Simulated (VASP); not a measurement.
A run of VASP 6.6.1 is set up as follows.

Contents of INCAR:

```
PREC     = Accurate       # precision mode
ENCUT    = 520            # plane-wave cutoff, eV
EDIFF    = 1E-6           # SCF threshold, eV
ISMEAR   = -1             # smearing method
SIGMA    = 0.1            # smearing width, eV
LREAL    = F              # projectors in reciprocal space
LASPH    = T              # aspherical terms in the spheres
NELM     = 60             # most SCF steps
ALGO     = Normal         # electronic algorithm
ISIF     = 2              # what is computed and relaxed
LWAVE    = F              # write WAVECAR
LCHARG   = F              # write CHGCAR
GGA      = B5             # functional
ALDAX    = 1.0          
AGGAX    = 1.0          
AGGAC    = 1.0          
ALDAC    = 0.0          
NBANDS   = 36             # bands
```

File KPOINTS:

```
Automatic mesh
0
Gamma
  13 13 4
```

Contents of POSCAR:

```
Ge
1.0
    3.0805322260      0.0000000000      0.0000000000
   -1.5402661130      2.6678191649      0.0000000000
    0.0000000000      0.0000000000     10.1808044885
Ge
4
Direct
    1.0000000000      1.0000000000      0.0000000000
    1.0000000000      1.0000000000      0.5000000000
    0.3333333333      0.6666666667      0.2500000000
    0.6666666667      0.3333333333      0.7500000000
```

Potentials or basis: VASP PAW PBE potentials, release 64 (Ge_d).

Run with:

```sh
$ cat potpaw_PBE.64/Ge_d/POTCAR > POTCAR
$ mpirun -np 1 vasp_std > vasp.out
```

Question: Estimate the band gap on the k mesh.

Answer: Zero (bands 28 and 29 overlap by 8.16 eV).

Question: Predict the pressure.

Answer: 1.9 GPa.

Stress tensor (GPa, compression positive):
```
1.62 0.00 0.00
0.00 1.62 0.00
0.00 0.00 2.41
```

Caveat: the PAW data sets were made with another functional, which shifts forces and pressure a little.
